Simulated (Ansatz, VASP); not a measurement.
**One calculation of NbRu3C, two programs**

```
CELL_PARAMETERS angstrom
4.04915 0.00000 0.00000
0.00000 4.04915 0.00000
0.00000 0.00000 4.04915
ATOMIC_POSITIONS crystal
Nb 0.00000 0.00000 0.00000
Ru 0.00000 0.50000 0.50000
Ru 0.50000 0.00000 0.50000
Ru 0.50000 0.50000 0.00000
C 0.50000 0.50000 0.50000
```

Alike in both runs: functional PBE; k mesh 10 × 10 × 10; occupations gaussian, width 0.1 eV; no spin polarisation.

Ansatz relaxed the structure, and its values are those at the end. VASP's run is a single point on that final structure, the one shown.

|  | VASP | Ansatz |
| --- | --- | --- |
| version | VASP 6.6.1 | Ansatz 0.2.0 |
| potentials or method | VASP PAW PBE potentials, release 64 (Nb_sv, Ru_pv, C), cutoff 520 eV | scalar-relativistic, plane waves, PAW |
| valence electrons in the cell | 59 | 65 |

Ansatz gave:

| Property | Result |
| --- | --- |
| gap on the k mesh at the Fermi level (eV) | none |
| pressure (GPa) | 0.0 |

Task: Which values does VASP return?

Result: gap on the k mesh at the Fermi level (eV): none; pressure (GPa): -0.1.

A gap of «none» marks a metal or a gap that the smearing closes. VASP's potentials hold 59 valence electrons a cell and Ansatz's 65, so a difference there can come from the potentials and not from the codes.
